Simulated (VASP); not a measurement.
Sn2Te: relaxation of cell and atoms with PBE

Crystal: Sn2Te.

```
Sn Te
1.0
     0.00000    5.04920    5.58019
     3.12106    0.00000    5.58019
     3.12106    5.04920    0.00000
Sn Te
4 2
Cartesian
  1.5605 0.7713 2.7901
  1.5605 4.2779 2.7901
  3.1211 1.7533 5.5802
  3.1211 8.3451 5.5802
  4.6816 7.5738 8.3703
  3.1211 5.0492 5.5802
```

The cell was generated, and may not be a known phase.

| Quantity | Value |
| --- | --- |
| Program | VASP 6.6.1 |
| Task | relaxation of cell and atoms |
| Functional | PBE |
| Potentials or basis | VASP PAW PBE potentials, release 64 (Sn_d, Te) |
| Cutoff | 600 eV |
| k mesh | 6 × 6 × 6 |
| Occupations | gaussian, width 0.1 eV |
| Spin | no spin polarisation |
| Dipole correction | no |
| Further INCAR settings | ALGO = Fast; EDIFF = 1e-07; IBRION = 2; EDIFFG = -0.01; NSW = 100; ISIF = 3 |

* Relaxed volume: 30.85 Å³/atom
* Relaxed cell: a = 6.564 Å, b = 6.146 Å, c = 6.535 Å, α = 62.26°, β = 55.96°, γ = 61.78°
* Space group after relaxing (to 0.1 Å): Fddd (No. 70)
* Energy gained by relaxing: 74.0 meV/atom
* Ionic steps: 26
* Pressure after relaxing: 0.0 GPa
* Band gap on the k mesh: zero (bands 34 and 35 overlap by 1.51 eV)

Step by step:
| step | energy change (eV) | largest force (eV/Å) | pressure (GPa) | volume (Å³) |
| --- | --- | --- | --- | --- |
| 1 | 0.0000 | 0.0030 | -0.03 | 175.87 |
| 2 | -0.0034 | 0.0007 | -0.04 | 175.71 |
| 3 | -0.0160 | 0.0164 | 0.15 | 175.21 |
| 4 | -0.0398 | 0.0280 | 0.60 | 174.08 |
| 5 | -0.0331 | 0.0353 | 1.77 | 171.38 |
| 6 | -0.0426 | 0.0312 | 1.20 | 172.65 |
| 7 | -0.0435 | 0.0306 | 1.19 | 172.72 |
| 8 | -0.0459 | 0.0284 | 1.16 | 172.94 |
| 9 | -0.0503 | 0.0240 | 1.09 | 173.36 |
| 10 | -0.0572 | 0.0137 | 1.00 | 174.17 |
| 11 | -0.0787 | 0.0068 | 0.88 | 175.63 |
| 12 | -0.1954 | 0.0081 | 0.81 | 177.94 |
| 13 | -0.3977 | 0.0287 | 1.07 | 180.15 |
| 14 | -0.0864 | 0.2438 | 1.71 | 175.46 |
| 15 | -0.4093 | 0.0649 | 1.21 | 180.11 |
| 16 | -0.3909 | 0.0491 | -1.00 | 189.12 |
| 17 | -0.4226 | 0.0169 | 0.28 | 183.71 |
| 18 | -0.4380 | 0.0245 | 0.19 | 183.92 |
| 19 | -0.4408 | 0.0504 | 0.16 | 184.04 |
| 20 | -0.4408 | 0.0491 | 0.16 | 184.04 |
| 21 | -0.4419 | 0.0482 | -0.05 | 184.94 |
| 22 | -0.4420 | 0.0473 | -0.10 | 185.23 |
| 23 | -0.4429 | 0.0310 | -0.04 | 185.12 |
| 24 | -0.4434 | 0.0138 | 0.01 | 184.99 |
| 25 | -0.4435 | 0.0057 | 0.03 | 184.93 |
| 26 | -0.4438 | 0.0018 | 0.00 | 185.07 |

Final structure:
```
CELL_PARAMETERS angstrom
0.00000 4.90037 4.36787
4.32326 0.00000 4.36787
4.32326 4.90037 0.00000
ATOMIC_POSITIONS crystal
Sn 0.07448 0.42552 0.07448
Sn 0.42552 0.07448 0.42552
Sn 0.17552 0.82448 0.17552
Sn 0.82448 0.17552 0.82448
Te 0.75000 0.75000 0.75000
Te 0.50000 0.50000 0.50000
```

Levels at points of the mesh, in eV from the Fermi level:
```csv
k point,band 32,band 33,band 34,band 35,band 36,band 37
"(0.00, 0.00, 0.00)",-2.41,-2.26,-2.18,0.18,1.74,2.58
"(0.50, 0.00, 0.00)",-1.65,-1.12,0.39,0.85,0.93,1.64
"(0.50, 0.50, 0.00)",-1.25,-0.26,-0.26,0.85,0.85,1.17
"(0.50, 0.00, 0.50)",-1.99,-1.22,-1.22,-0.31,-0.31,2.57
"(0.00, 0.50, 0.50)",-1.29,-0.31,-0.31,0.88,0.88,1.21
```

It took 87 min on 1 thread of Intel(R) Xeon(R) 6975P-C (Granite Rapids), on a shared host, peak memory 0.64 GiB.

Caveat: spin-orbit coupling is left out, which moves the levels of the heavy elements.
